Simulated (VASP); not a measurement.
# WS2 (P1) in VASP: single point with r2SCAN

Aim: the single point of WS2 with r2SCAN.

Program: VASP 6.6.1. These are calculated values, not measurements. Logs are shortened: lines on timing, memory, paths and dates and some standing lists are left out, and cuts for length are marked.

## (1) The cell of the first run

The typed cell holds 12 atoms: a = 6.458 Å, b = 6.458 Å, c = 5.994 Å, α = 90.00°, β = 90.00°, γ = 120.00°.

## (2) Single point, r2SCAN

The input, POSCAR:

```
WS2
1.0
    6.4575288123      0.0000000001      0.0000000000
   -3.2287644062      5.5923839971      0.0000000000
    0.0000000000      0.0000000000      5.9936451124
W S
4 8
Direct
    0.0040523708      0.0183987723     -0.0029399472
   -0.0097977958      0.4814926874      0.0133446339
    0.4991531110      0.0046768963     -0.0094213119
    0.4972212699      0.4907956967      0.0000915970
    0.1627154120      0.3307433826      0.2611834653
    0.3285293092      0.1564280994      0.7381179428
    0.1635705697      0.8380207801      0.2529804437
    0.3044837482      0.6540652433      0.7499141033
    0.6524750979      0.3301695665      0.2638916670
    0.8167472234      0.1676083045      0.7324727970
    0.6739448099      0.8505201006      0.2454554737
    0.8259117295      0.6619141321      0.7572685594
```

The input, INCAR.step1:

```
PREC = Accurate
ENCUT = 520
ISMEAR = -1
SIGMA = 0.039
LREAL = F
LASPH = T
NELM = 80
NBANDS = 64
GGA = PE
ALGO = Normal
EDIFF = 1E-4
LWAVE = T
LCHARG = F
```

The input, INCAR.step2:

```
PREC = Accurate
ENCUT = 520
EDIFF = 1E-7
ISMEAR = -1
SIGMA = 0.039
LREAL = F
LASPH = T
NELM = 80
ALGO = Normal
ISIF = 2
LWAVE = F
LCHARG = F
METAGGA = R2SCAN
LMIXTAU = T
NBANDS = 64
ISTART = 1
```

The input, KPOINTS:

```
regular mesh
0
Gamma
  3 3 2
```

Potentials or basis: VASP PAW PBE potentials, release 64 (W_sv, S).

On the command line:

```sh
$ cat potpaw_PBE.64/W_sv/POTCAR potpaw_PBE.64/S/POTCAR > POTCAR
$ cp INCAR.step1 INCAR
$ mpirun -np 1 vasp_std > vasp.out
$ cp INCAR.step2 INCAR
$ mpirun -np 1 vasp_std > vasp.out
```

OUTCAR:

```text
PREC = Accurate
   ENCUT = 520
   EDIFF = 1E-7
   ISMEAR = -1
   LREAL = F
   LASPH = T
   NELM = 80
   ISIF = 2
   METAGGA = R2SCAN
   ISTART = 1

 ion  position               nearest neighbor table
   1  0.004  0.018  0.997-   5 2.36  11 2.37   6 2.39   7 2.44  12 2.46  10 2.46   2 3.04   4 3.12
                             3 3.22   3 3.24   4 3.34   2 3.42
   2  0.990  0.481  0.013-   5 2.34   8 2.36   9 2.42  10 2.43   7 2.46  12 2.46   1 3.04   3 3.13
                             4 3.21   4 3.25   3 3.34   1 3.42
   3  0.499  0.005  0.991-   6 2.35  10 2.36  11 2.39   8 2.44   7 2.45   9 2.45   2 3.13   4 3.15
                             1 3.22   1 3.24   4 3.31   2 3.34
   4  0.497  0.491  0.000-  12 2.34   9 2.37   5 2.44   6 2.44  11 2.49   8 2.49   1 3.12   3 3.15
                             2 3.21   2 3.25   3 3.31   1 3.34
   5  0.163  0.331  0.261-   2 2.34   1 2.36   4 2.44
   6  0.329  0.156  0.738-   3 2.35   1 2.39   4 2.44
   7  0.164  0.838  0.253-   1 2.44   3 2.45   2 2.46
   8  0.304  0.654  0.750-   2 2.36   3 2.44   4 2.49
   9  0.652  0.330  0.264-   4 2.37   2 2.42   3 2.45
  10  0.817  0.168  0.732-   3 2.36   2 2.43   1 2.46
  11  0.674  0.851  0.245-   1 2.37   3 2.39   4 2.49
  12  0.826  0.662  0.757-   4 2.34   1 2.46   2 2.46

  LATTYP: Found a hexagonal cell.
 ALAT       =     6.4575288123
 C/A-ratio  =     0.9281638978

  Lattice vectors:

 A1 = (   6.4575288123,   0.0000000001,   0.0000000000)
 A2 = (  -3.2287644062,   5.5923839971,   0.0000000000)
 A3 = (   0.0000000000,   0.0000000000,   5.9936451124)

Analysis of symmetry for initial positions (statically):
=====================================================================
 Subroutine PRICEL returns:
 Original cell was already a primitive cell.

 Routine SETGRP: Setting up the symmetry group for a
 hexagonal supercell.

 Subroutine GETGRP returns: Found  1 space group operations
 (whereof  1 operations were pure point group operations)
 out of a pool of 24 trial point group operations.

The static configuration has the point symmetry C_1 .

Analysis of symmetry for dynamics (positions and initial velocities):
=====================================================================
 Subroutine PRICEL returns:
 Original cell was already a primitive cell.

 Routine SETGRP: Setting up the symmetry group for a
 hexagonal supercell.

 Subroutine GETGRP returns: Found  1 space group operations
 (whereof  1 operations were pure point group operations)
 out of a pool of 24 trial point group operations.

The dynamic configuration has the point symmetry C_1 .

 Subroutine INISYM returns: Found  1 space group operations
 (whereof  1 operations are pure point group operations),
 and found     1 'primitive' translations

----------------------------------------------------------------------------------------

                                     Primitive cell

  volume of cell :     216.4484

  direct lattice vectors                    reciprocal lattice vectors
     6.457528812  0.000000000  0.000000000     0.154858000  0.089407308  0.000000000
    -3.228764406  5.592383997  0.000000000    -0.000000000  0.178814617  0.000000000
     0.000000000  0.000000000  5.993645112     0.000000000  0.000000000  0.166843378

  length of vectors
     6.457528812  6.457528812  5.993645112     0.178814617  0.178814617  0.166843378

  position of ions in fractional coordinates (direct lattice)
     0.004052371  0.018398772  0.997060053
     0.990202204  0.481492687  0.013344634
     0.499153111  0.004676896  0.990578688
     0.497221270  0.490795697  0.000091597
     0.162715412  0.330743383  0.261183465
     0.328529309  0.156428099  0.738117943
     0.163570570  0.838020780  0.252980444
     0.304483748  0.654065243  0.749914103
     0.652475098  0.330169566  0.263891667
     0.816747223  0.167608304  0.732472797
     0.673944810  0.850520101  0.245455474
     0.825911729  0.661914132  0.757268559

  ion indices of the primitive-cell ions
   primitive index   ion index
                 1           1
                 2           2
                 3           3
                 4           4
                 5           5
                 6           6
                 7           7
                 8           8
                 9           9
                10          10
                11          11
                12          12

----------------------------------------------------------------------------------------

 KPOINTS: regular mesh

Automatic generation of k-mesh.
 Grid dimensions read from file:
 generate k-points for:    3    3    2

 Generating k-lattice:

  Cartesian coordinates                     Fractional coordinates (reciprocal lattice)
     0.051619333  0.029802436  0.000000000     0.333333333  0.000000000  0.000000000
    -0.000000000  0.059604872  0.000000000     0.000000000  0.333333333  0.000000000
     0.000000000  0.000000000  0.083421689     0.000000000  0.000000000  0.500000000

  Length of vectors
     0.059604872  0.059604872  0.083421689

  Shift w.r.t. Gamma in fractional coordinates (k-lattice)
     0.000000000  0.000000000  0.000000000

 Subroutine IBZKPT returns following result:
 ===========================================

 Found     10 irreducible k-points:

 Following reciprocal coordinates:
            Coordinates               Weight
  0.000000  0.000000  0.000000      1.000000
  0.333333 -0.000000  0.000000      2.000000
  0.000000  0.333333  0.000000      2.000000
 -0.333333  0.333333  0.000000      2.000000
  0.333333  0.333333  0.000000      2.000000
  0.000000  0.000000  0.500000      1.000000
  0.333333 -0.000000  0.500000      2.000000
  0.000000  0.333333  0.500000      2.000000
 -0.333333  0.333333  0.500000      2.000000
  0.333333  0.333333  0.500000      2.000000
   k-points           NKPTS =     10   k-points in BZ     NKDIM =     10   number of bands    NBANDS=     64
   number of dos      NEDOS =    301   number of ions     NIONS =     12
   total plane-waves  NPLWV = 110592
   dimension x,y,z NGX =    48 NGY =   48 NGZ =   48
   dimension x,y,z NGXF=    96 NGYF=   96 NGZF=   96
   ions per type =               4   8
   NGX,Y,Z   is equivalent  to a cutoff of  12.36, 12.36, 13.31 a.u.
   NGXF,Y,Z  is equivalent  to a cutoff of  24.71, 24.71, 26.63 a.u.
 SYSTEM =  unknown system
   PREC   = accura    normal or accurate (medium, high low for compatibility)
   ISTART =      1    job   : 0-new  1-cont  2-samecut
   ICHARG =      0    charge: 1-file 2-atom 10-const
   ISPIN  =      1    spin polarized calculation?
   LNONCOLLINEAR =      F non collinear calculations
   LSORBIT =      F    spin-orbit coupling
   LASPH  =      T    aspherical Exc in radial PAW
   ENCUT  =  520.0 eV  38.22 Ry    6.18 a.u.  12.01 12.01 11.14*2*pi/ulx,y,z
   NELM   =     80;   NELMIN=  2; NELMDL=  0     # of ELM steps
   EDIFF  = 0.1E-06   stopping-criterion for ELM
   LREAL  =      F    real-space projection
   EDIFFG = 0.1E-05   stopping-criterion for IOM
   NSW    =      0    number of steps for IOM
   IBRION =     -1    ionic relax: 0-MD 1-quasi-New 2-CG
   NFREE  =      0    steps in history (QN), initial steepest desc. (CG)
   ISIF   =      2    stress and relaxation
   ISYM   =      2    0-nonsym 1-usesym 2-fastsym
   POTIM  = 0.5000    time-step for ionic-motion
   TEBEG  =    0.0;   TEEND  =   0.0 temperature during run
   PSTRESS=    0.0 pullay stress
   NELECT =     104.0000    total number of electrons
   NUPDOWN=      -1.0000    fix difference up-down
   EMIN   =  10.00;   EMAX   =-10.00  energy-range for DOS
   EFERMI =   0.00;   METHOD = LEGACY
   ISMEAR =    -1;   SIGMA  =   0.04  broadening in eV -4-tet -1-fermi 0-gaus
   EFERMI_NEDOS =   21; number of points for ismear=-14 and -15
   IALGO  =     38    algorithm
   IMIX   =      4    mixing-type and parameters
     AMIX     =   0.40;   BMIX     =  1.00
     AMIX_MAG =   1.60;   BMIX_MAG =  1.00
  volume/ion in A,a.u.               =      18.04       121.72
  Fermi-wavevector in a.u.,A,eV,Ry     =   1.282236  2.423074 22.369721  1.644128
  Thomas-Fermi vector in A             =   2.414559
   LORBIT       =      0    0 simple, 1 ext, 2 COOP (PROOUT), +10 PAW based schemes
   METAGGA = R2SCAN    functional components
   LHFCALC =     F    Hartree Fock is set to
   AEXX    =    0.0000 exact exchange contribution
   IVDW    =     0    specifies the selected vdW correction
   LEPSILON=     F    determine dielectric tensor
   LRPA    =     F    only Hartree local field effects (RPA)
 non-spin polarized calculation
  energy-cutoff  :      520.00
  volume of cell :      216.45
 maximum number of plane-waves:      5867
   NGX = 25   NGY = 25   NGZ = 23

 number of electron     103.9999998 magnetization

 Free energy of the ion-electron system (eV)
  ---------------------------------------------------
  ext. energy  EPLUGINS =         0.00000000
  ---------------------------------------------------
  free energy    TOTEN  =      -276.53073296 eV

  energy without entropy =     -276.51655299  energy(sigma->0) =     -276.52364298

 E-fermi :   7.1829     XC(G=0): -11.5894

 val. band max:        7.1291840302   @ k =   0.3333  -0.0000   0.0000
 cond. band min:       7.3452972494   @ k =   0.3333   0.3333   0.5000
 fundamental gap:      0.2161132192
 Fermi energy:         7.1828946380

 k-point     1 :       0.0000    0.0000    0.0000
  band No.  band energies     occupation
      1     -69.5756      2.00000
      2     -69.5570      2.00000
      3     -69.4704      2.00000
      4     -69.4490      2.00000
      5     -33.3861      2.00000
      6     -33.3723      2.00000
[... 56 lines left out ...]
     63      11.1039      0.00000
     64      11.2130      0.00000

 k-point     2 :       0.3333   -0.0000    0.0000
  band No.  band energies     occupation
      1     -69.5753      2.00000
      2     -69.5568      2.00000
      3     -69.4708      2.00000
      4     -69.4491      2.00000
      5     -33.3541      2.00000
      6     -33.3029      2.00000
[... 592 lines left out ...]
     63      10.3421      0.00000
     64      10.8544      0.00000

------------------------ aborting loop because EDIFF is reached ----------------------------------------

  FORCE on cell =-STRESS in cart. coord.  units (eV):
  Direction    XX          YY          ZZ          XY          YZ          ZX
  --------------------------------------------------------------------------------------
  -------------------------------------------------------------------------------------
  Total        3.8977969      2.0953309      3.4039481      0.8098973     -3.9769450     -1.9166110
  in kB       28.8519673     15.5098942     25.1964383      5.9949585    -29.4378306    -14.1869878
  external PRESSURE =      23.1860999 kB  Pullay stress =       0.0000000 kB

 VOLUME and BASIS-vectors are now :
 -----------------------------------------------------------------------------
  energy-cutoff  :      520.00
  volume of cell :      216.45
      direct lattice vectors                 reciprocal lattice vectors
     6.457528812  0.000000000  0.000000000     0.154858000  0.089407308  0.000000000
    -3.228764406  5.592383997  0.000000000    -0.000000000  0.178814617  0.000000000
     0.000000000  0.000000000  5.993645112     0.000000000  0.000000000  0.166843378

 POSITION                                       TOTAL-FORCE (eV/Angst)
 -----------------------------------------------------------------------------------
     -0.03324      0.10289      5.97602        -0.312899      0.967298     -0.304181
      4.83963      2.69269      0.07998        -0.615868     -1.185877     -0.571982
      3.20819      0.02616      5.93718         0.158628      0.937822      0.946493
      1.62616      2.74472      0.00055        -0.920761     -0.864688     -0.164032
     -0.01715      1.84964      1.56544         0.264588      0.328127      0.765852
      1.61642      0.87481      4.42402        -0.585581      0.805147     -0.354944
     -1.64951      4.68653      1.51627        -0.080934     -0.355473     -0.506694
     -0.14561      3.65778      4.49472         1.121232      0.279083      0.165965
      3.14734      1.84644      1.58167         0.243831     -0.147224     -0.072056
      4.73300      0.93733      4.39018         0.855381     -0.040695      0.113910
      1.60589      4.75643      1.47117        -0.230460     -1.097841      0.122435
      3.19618      3.70168      4.53880         0.102843      0.374321     -0.140766
 -----------------------------------------------------------------------------------
    total drift:                                0.000289     -0.000170      0.000021

  FREE ENERGIE OF THE ION-ELECTRON SYSTEM (eV)
  ---------------------------------------------------
  free  energy   TOTEN  =      -276.5307329625 eV

  energy  without entropy=     -276.5165529908  energy(sigma->0) =     -276.52364298
```

Wall time 5.3 min (1 thread of Intel Xeon Platinum 8488C (Sapphire Rapids), shared host); peak memory 0.4 GiB.

Results:

```yaml
Free_energy: -276.5307 eV
Pressure: 2.3 GPa
Largest_force: 1.454 eV/Å
Band_gap_on_the_k_mesh: zero (bands 52 and 53 overlap by 0.66 eV)
```

Forces in eV/Å, atoms in the order of the input:
```
W   -0.313  0.967 -0.304
W   -0.616 -1.186 -0.572
W    0.159  0.938  0.946
W   -0.921 -0.865 -0.164
S    0.265  0.328  0.766
S   -0.586  0.805 -0.355
S   -0.081 -0.355 -0.507
S    1.121  0.279  0.166
S    0.244 -0.147 -0.072
S    0.855 -0.041  0.114
S   -0.230 -1.098  0.122
S    0.103  0.374 -0.141
```

Levels at points of the mesh, in eV from the Fermi level:
```csv
k point,band 48,band 49,band 50,band 51,band 52,band 53,band 54,band 55,band 56,band 57
"(0.00, 0.00, 0.00)",-1.57,-1.51,-0.98,-0.85,-0.61,-0.42,-0.28,1.80,1.83,1.89
"(0.00, 0.00, 0.50)",-1.84,-1.72,-0.92,-0.77,-0.52,-0.33,0.36,1.80,1.83,1.89
```

Caveat: the k points lie up to 0.52 Å⁻¹ apart, too coarse for converged energies and pressures of a metal; the atoms stand as in a frame of molecular dynamics; the PAW data sets were made with another functional, which shifts forces and pressure a little; spin-orbit coupling is left out, which moves the levels of the heavy elements.

The gap in the log of VASP goes by the Fermi energy; the results here count the filled bands.